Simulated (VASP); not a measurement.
# Si16C (a cell with a defect) in VASP: a series of runs, part 2 of 2

VASP 6.6.1.

**3. Single point, PBE, collinear spin, zero start**

Input file INCAR:

```
SYSTEM = Si16C
PREC = Accurate ; ENCUT = 520
EDIFF = 1E-6 ; ISMEAR = 0
SIGMA = 0.05 ; LREAL = Auto
LASPH = .TRUE. ; NELM = 150
ALGO = Normal ; ISIF = 2
LWAVE = .FALSE. ; LCHARG = .TRUE.
ISPIN = 2 ; MAGMOM = 0 0 0 0 0 0 0 0 0 0 0 0 0 0 0 0 0
LORBIT = 11 ; GGA = PE
LELF = .TRUE. ; LVHAR = .TRUE.
NBANDS = 52
```

Input file KPOINTS:

```
regular mesh
0
G
  1 1 1
  0 0 0
```

Input file POSCAR:

```
Si16C
1.0
    0.0000000000      5.4300000000      5.4300000000
    5.4300000000      0.0000000000      5.4300000000
    5.4300000000      5.4300000000      0.0000000000
Si C
16 1
Direct
    0.1489186004     -0.0210187845     -0.2359292818
    0.0611989871      0.5021159300      0.1911859116
   -0.0327731123     -0.1453364641      0.4531664825
    0.0214794659      0.1345000921      0.4512770718
    0.2840447514      0.4311025783     -0.2395167587
    0.1448500921      0.7629570902      0.1459418048
   -0.1826430939      0.5861025783      0.5161594843
    0.0160821363      0.3783526703      0.7524016575
    0.9892462247     -0.2871979742     -0.1762186004
    0.6500121547      0.3145106814      0.5210108656
    0.4770645488     -0.0759656538      0.4380993554
    0.6539030387     -0.1995954880      0.7163301105
    0.4870737569      0.7312133517      0.0774628913
    0.7269344383      0.7667322284      0.1562756906
    0.4051298343      0.1350127072      0.6112178637
    0.3258912523      0.7305546041      0.4381796501
    0.5730441068      0.5692371087      0.3163127993
```

Potentials or basis: VASP PAW PBE potentials, release 64 (Si, C).

Command:

```
cat potpaw_PBE.64/Si/POTCAR potpaw_PBE.64/C/POTCAR > POTCAR
mpirun -np 1 vasp_gam > vasp.out
```

OUTCAR:

```text
SYSTEM = Si16C
   PREC = Accurate
   ENCUT = 520
   EDIFF = 1E-6
   ISMEAR = 0
   LREAL = Auto
   LASPH = .TRUE.
   NELM = 150
   ISIF = 2
   ISPIN = 2
   LORBIT = 11
   GGA = PE

 ion  position               nearest neighbor table
   1  0.149  0.979  0.764-  15 2.31   6 2.54   4 2.54  11 2.55   9 2.63   8 2.67
   2  0.061  0.502  0.191-   6 2.22  14 2.39   7 2.42   4 2.58   9 2.64   5 3.06
   3  0.967  0.855  0.453-  12 2.31   6 2.32   4 2.38  16 2.38   9 2.55   7 2.58   8 3.14
   4  0.021  0.135  0.451-  10 2.37   3 2.38   1 2.54   2 2.58  16 2.81  11 3.00   9 3.09
   5  0.284  0.431  0.760-   9 2.26   8 2.32  16 2.40  10 2.46  15 2.60   2 3.06
   6  0.145  0.763  0.146-   2 2.22  13 2.31   3 2.32   1 2.54   7 2.94  16 3.04
   7  0.817  0.586  0.516-  12 2.28   8 2.37   2 2.42   3 2.58  11 2.67  14 2.68  10 2.93   6 2.94

   8  0.016  0.378  0.752-   5 2.32   7 2.37  15 2.61   1 2.67   9 2.78  12 3.03   3 3.14
   9  0.989  0.713  0.824-   5 2.26  14 2.41   3 2.55   1 2.63   2 2.64  12 2.76   8 2.78  16 2.79
                             4 3.09
  10  0.650  0.315  0.521-  17 1.83   4 2.37   5 2.46  15 2.50  16 2.90   7 2.93
  11  0.477  0.924  0.438-  15 2.29  16 2.30  14 2.44   1 2.55  12 2.63   7 2.67   4 3.00
  12  0.654  0.800  0.716-   7 2.28  13 2.30   3 2.31  15 2.34  11 2.63   9 2.76   8 3.03
  13  0.487  0.731  0.077-  17 1.86  12 2.30   6 2.31  14 2.37  16 2.40
  14  0.727  0.767  0.156-  17 1.92  13 2.37   2 2.39   9 2.41  11 2.44   7 2.68  16 2.80
  15  0.405  0.135  0.611-  11 2.29   1 2.31  12 2.34  10 2.50   5 2.60   8 2.61
  16  0.326  0.731  0.438-  17 1.74  11 2.30   3 2.38  13 2.40   5 2.40   9 2.79  14 2.80   4 2.81
                            10 2.90   6 3.04
  17  0.573  0.569  0.316-  16 1.74  10 1.83  13 1.86  14 1.92

  LATTYP: Found a face centered cubic cell.
 ALAT       =    10.8600000000

  Lattice vectors:

 A1 = (   0.0000000000,   5.4300000000,   5.4300000000)
 A2 = (   5.4300000000,   0.0000000000,   5.4300000000)
 A3 = (   5.4300000000,   5.4300000000,   0.0000000000)

Analysis of symmetry for initial positions (statically):
=====================================================================
 Subroutine PRICEL returns:
 Original cell was already a primitive cell.

 Routine SETGRP: Setting up the symmetry group for a
 face centered cubic supercell.

 Subroutine GETGRP returns: Found  1 space group operations
 (whereof  1 operations were pure point group operations)
 out of a pool of 48 trial point group operations.

The static configuration has the point symmetry C_1 .

Analysis of symmetry for dynamics (positions and initial velocities):
=====================================================================
 Subroutine PRICEL returns:
 Original cell was already a primitive cell.

 Routine SETGRP: Setting up the symmetry group for a
 face centered cubic supercell.

 Subroutine GETGRP returns: Found  1 space group operations
 (whereof  1 operations were pure point group operations)
 out of a pool of 48 trial point group operations.

The dynamic configuration has the point symmetry C_1 .

Analysis of structural, dynamic, and magnetic symmetry:
=====================================================================
 Subroutine PRICEL returns:
 Original cell was already a primitive cell.

 Routine SETGRP: Setting up the symmetry group for a
 face centered cubic supercell.

 Subroutine GETGRP returns: Found  1 space group operations
 (whereof  1 operations were pure point group operations)
 out of a pool of 48 trial point group operations.

The overall configuration has the point symmetry C_1 .

 Subroutine INISYM returns: Found  1 space group operations
[... 123 lines left out ...]
     AMIX_MAG =   1.60;   BMIX_MAG =  1.00
  volume/ion in A,a.u.               =      18.84       127.11
  Fermi-wavevector in a.u.,A,eV,Ry     =   0.976715  1.845724 12.979587  0.953973
  Thomas-Fermi vector in A             =   2.107356
   LORBIT       =     11    0 simple, 1 ext, 2 COOP (PROOUT), +10 PAW based schemes
   GGA     = PE    functional components
   LHFCALC =     F    Hartree Fock is set to
   AEXX    =    0.0000 exact exchange contribution
   IVDW    =     0    specifies the selected vdW correction
   LEPSILON=     F    determine dielectric tensor
   LRPA    =     F    only Hartree local field effects (RPA)
 spin polarized calculation
 Gauss-broadening in eV      SIGMA  =   0.05
  energy-cutoff  :      520.00
  volume of cell :      320.21
 maximum number of plane-waves:      4305
 NGX is ok and might be reduce to    60
   NGX = 29   NGY = 29   NGZ = 29

 number of electron      68.0000000 magnetization       0.0000000

 number of electron      68.0000000 magnetization      -0.0000000

 Free energy of the ion-electron system (eV)
  ---------------------------------------------------
  ext. energy  EPLUGINS =         0.00000000
  ---------------------------------------------------
  free energy    TOTEN  =       -81.32105908 eV

  energy without entropy =      -81.32105908  energy(sigma->0) =      -81.32105908

 E-fermi :   6.1160     XC(G=0):  -9.3603

 val. band max:        5.8924194961   @ k =   0.0000   0.0000   0.0000
 cond. band min:       6.3413960540   @ k =   0.0000   0.0000   0.0000
 fundamental gap:      0.4489765579
 Fermi energy:         6.1159709984

 spin component 1

 k-point     1 :       0.0000    0.0000    0.0000
  band No.  band energies     occupation
      1      -8.5987      1.00000
      2      -6.3410      1.00000
      3      -4.7163      1.00000
      4      -4.4497      1.00000
      5      -4.1210      1.00000
      6      -3.8560      1.00000
[... 38 lines left out ...]
     45       8.7754      0.00000
     46       9.1207      0.00000
 Fermi energy:         6.1159709984

 spin component 2

 k-point     1 :       0.0000    0.0000    0.0000
  band No.  band energies     occupation
      1      -8.5987      1.00000
      2      -6.3410      1.00000
      3      -4.7163      1.00000
      4      -4.4497      1.00000
      5      -4.1210      1.00000
      6      -3.8560      1.00000
[... 38 lines left out ...]
     45       8.7754      0.00000
     46       9.1207      0.00000
 [bands above 46 left out]

------------------------ aborting loop because EDIFF is reached ----------------------------------------

  FORCE on cell =-STRESS in cart. coord.  units (eV):
  Direction    XX          YY          ZZ          XY          YZ          ZX
  --------------------------------------------------------------------------------------
  -------------------------------------------------------------------------------------
  Total       27.1955587     21.4414253     17.5005099     -5.0620931      3.0627785      1.5916196
  in kB      136.0752317    107.2839488     87.5652516    -25.3286023     15.3248659      7.9638008
  external PRESSURE =     110.3081440 kB  Pullay stress =       0.0000000 kB

 VOLUME and BASIS-vectors are now :
 -----------------------------------------------------------------------------
  energy-cutoff  :      520.00
  volume of cell :      320.21
      direct lattice vectors                 reciprocal lattice vectors
     0.000000000  5.430000000  5.430000000    -0.092081031  0.092081031  0.092081031
     5.430000000  0.000000000  5.430000000     0.092081031 -0.092081031  0.092081031
     5.430000000  5.430000000  0.000000000     0.092081031  0.092081031 -0.092081031

 POSITION                                       TOTAL-FORCE (eV/Angst)
 -----------------------------------------------------------------------------------
      9.46477      4.95753      6.12450         0.646072     -0.194555     -0.174842
      3.76463      1.37045      3.05880        -0.314152     -0.380509     -0.874565
      7.10152      7.71274      9.89287         0.489142      0.035119      0.189797
      3.18077      2.56707      0.84697         0.436446      0.102254      0.149550
      6.47031      5.67179      3.88325        -0.396754      0.070203     -0.110625
      4.93532      1.57900      4.92939         0.432722     -0.247844      0.627137
[... 9 lines left out ...]
      6.34623      4.14891      5.73650         3.034925     -0.292328     -0.972323
      4.80854      4.82921      6.20259        -3.367098      1.041313      1.286601
 -----------------------------------------------------------------------------------
    total drift:                                0.002110     -0.002718     -0.000491

  FREE ENERGIE OF THE ION-ELECTRON SYSTEM (eV)
  ---------------------------------------------------
  free  energy   TOTEN  =       -81.3210590781 eV

  energy  without entropy=      -81.3210590780  energy(sigma->0) =      -81.32105908

 total charge

# of ion       s       p       d       tot
------------------------------------------
    1        0.812   0.834   0.000   1.646
    2        0.808   0.858   0.000   1.667
    3        0.778   0.924   0.000   1.702
    4        0.854   0.765   0.000   1.620
    5        0.797   0.868   0.000   1.665
    6        0.833   0.883   0.000   1.716
[... 9 lines left out ...]
   16        0.773   0.964   0.000   1.737
   17        0.909   1.660   0.000   2.569
--------------------------------------------------
tot         13.740  15.533   0.000  29.273

 magnetization (x)

# of ion       s       p       d       tot
------------------------------------------
    1       -0.000   0.000   0.000  -0.000
    2       -0.000   0.000   0.000  -0.000
    3       -0.000  -0.000   0.000  -0.000
    4        0.000   0.000   0.000   0.000
    5        0.000  -0.000   0.000   0.000
    6       -0.000  -0.000   0.000  -0.000
[... 9 lines left out ...]
   16        0.000  -0.000   0.000  -0.000
   17        0.000   0.000   0.000   0.000
--------------------------------------------------
tot         -0.000   0.000   0.000   0.000
```

Run time: 4.2 min. Hardware: 1 thread of Intel Xeon 8259CL, shared host; peak memory 0.61 GiB.

Results:

```yaml
Free_energy: -81.3211 eV
Pressure: 11.0 GPa
Largest_force: 3.752 eV/Å
Net_moment: 0.00 μB per cell
Valence_electrons_inside_the_program's_atomic_spheres: Si 1.65, 1.67, 1.70, 1.62, 1.72, 1.61, 1.64, 1.69, 1.71, 1.68, 1.74 (each value once); C 2.57
```

Forces in eV/Å, atoms in the order of the input:
```
Si   0.646 -0.195 -0.175
Si  -0.314 -0.381 -0.875
Si   0.489  0.035  0.190
Si   0.436  0.102  0.150
Si  -0.397  0.070 -0.111
Si   0.433 -0.248  0.627
Si  -0.760 -0.124 -0.163
Si  -1.215  0.227 -0.138
Si   1.351 -0.393  0.037
Si  -0.434 -0.380 -0.076
Si   0.134  0.432 -0.337
Si   0.301 -0.047 -0.085
Si  -0.848  0.026  0.138
Si  -0.022  0.036 -0.160
Si   0.532  0.091  0.663
Si   3.035 -0.292 -0.972
C   -3.367  1.041  1.287
```

Stress tensor (GPa, compression positive):
```
13.61 -2.53  0.80
-2.53 10.73  1.53
 0.80  1.53  8.76
```

Levels at points of the mesh, in eV from the Fermi level:
Spin up:
| k point | band 32 | band 33 | band 34 | band 35 | band 36 | band 37 |
| --- | --- | --- | --- | --- | --- | --- |
| (0.00, 0.00, 0.00) | -0.80 | -0.46 | -0.22 | 0.23 | 0.36 | 0.76 |
Spin down:
```tsv
k point	band 30	band 31	band 32	band 33	band 34	band 35	band 36	band 37	band 38	band 39
(0.00, 0.00, 0.00)	-1.54	-1.14	-0.80	-0.46	-0.22	0.23	0.36	0.76	0.85	1.02
```

Caveat: the k points lie up to 1.00 Å⁻¹ apart, too coarse for converged energies, forces and pressures.

**4. Single point, PBE, collinear spin, zero start**

Input file INCAR:

```
ALGO = Normal ; EDIFF = 1E-6
ENCUT = 520 ; GGA = PE
ISIF = 2 ; ISMEAR = 0
ISPIN = 2 ; LASPH = True
LCHARG = False ; LORBIT = 11
LREAL = Auto ; LWAVE = False
MAGMOM = 0 0 0 0 0 0 0 0 0 0 0 0 0 0 0 0 0 ; NBANDS = 52
NELM = 150 ; PREC = Accurate
SIGMA = 0.05
```

Input file KPOINTS:

```
k-points
0
Gamma
  1 1 1
```

Input file POSCAR:

```
Si16C
1.0
    0.0000000000      5.4300000000      5.4300000000
    5.4300000000      0.0000000000      5.4300000000
    5.4300000000      5.4300000000      0.0000000000
Si C
16 1
Direct
    0.0065409761     -0.0292144567      0.0485895948
    0.3123382136      0.2162383978      0.0390888582
    0.2008159300     -0.1058512891      0.2931382136
    0.2131331492      0.0436674033      0.6945255985
   -0.0228467772      0.4634058932      0.0337011050
   -0.0192720074      0.6432211786      0.2054335175
    0.0517969613      0.3535906998      0.7621772560
    0.2107904236      0.5996418048      0.6733423573
    0.3703845304     -0.0160062615     -0.0955202578
    0.6652555249      0.1455301105      0.2486017495
    0.3885212707      0.0566492634      0.3348669429
    0.8833604972      0.1782437385      0.3284297422
    0.1879097606      0.5474738490      0.3897607735
    0.5946875691      0.6564658379      0.0949188766
    0.5476340700      0.3985267035      0.5028622468
    0.6142771639      0.7223410681      0.3610165746
    0.4838135359      0.4356603131      0.2800347145
```

Command:

```
cat potpaw_PBE.64/Si/POTCAR potpaw_PBE.64/C/POTCAR > POTCAR
mpirun -np 1 vasp_gam > vasp.out
```

It took 3.6 min on 1 thread of Intel Xeon 8259CL, shared host; peak memory 0.61 GiB.

It converged, with:

| Item | Value |
| --- | --- |
| Free energy | -83.2998 eV |
| Pressure | 14.6 GPa |
| Largest force | 1.153 eV/Å |
| Net moment | 0.00 μB per cell |
| Valence electrons inside the program's atomic spheres | Si 1.71, 1.73, 1.68, 1.74, 1.69, 1.79, 1.70, 1.72, 1.78, 1.75, 1.67 (each value once); C 2.48 |

Forces on the atoms (eV/Å):
```
Si   0.687 -0.261 -0.487
Si  -0.062 -0.336  0.486
Si   0.262 -0.182  0.048
Si  -0.702 -0.676  0.604
Si   0.560 -0.422  0.754
Si  -0.044  0.059 -0.202
Si  -0.549  0.200  0.025
Si  -0.175  0.004 -0.181
Si  -0.089  0.501 -0.148
Si  -0.050 -0.383  0.055
Si   0.050  0.164 -0.401
Si  -0.244  0.900 -0.678
Si   0.421  0.459  0.025
Si   0.089  0.023  0.174
Si   0.407 -0.041  0.272
Si  -0.130  0.120 -0.229
C   -0.430 -0.131 -0.117
```

Stress tensor (GPa, compression positive):
```
16.09  1.58  3.67
 1.58 12.80  0.29
 3.67  0.29 15.01
```

Levels at points of the mesh, in eV from the Fermi level:
Spin up:
```csv
k point,band 32,band 33,band 34,band 35,band 36,band 37
"(0.00, 0.00, 0.00)",-0.53,-0.39,-0.24,0.61,0.86,1.14
```
Spin down:
```
           k point  band 30  band 31  band 32  band 33  band 34  band 35  band 36  band 37  band 38  band 39
(0.00, 0.00, 0.00)    -1.08    -0.68    -0.53    -0.39    -0.24     0.61     0.86     1.14     1.46     1.56
```

Caveat: the k points lie up to 1.00 Å⁻¹ apart, too coarse for converged energies, forces and pressures.

**5. Summary**

```tsv
cell	pressure (GPa)	moment (μB)	largest force (eV/Å)
as given, atomic positions A	6.6	0.00	1.27
as given, atomic positions B	11.0	0.00	3.75
as given, atomic positions C	14.6	0.00	1.15
```

Alike in all rows: task single point; level PBE; potentials or basis VASP PAW PBE potentials, release 64 (Si, C); spin collinear, zero start; k mesh 1 × 1 × 1; cutoff (eV) 520; smearing gaussian 0.05 eV.

Caveats: all runs use coarse meshes.

Total energies depend on the potentials used, so only differences within one code and one set of settings carry meaning.
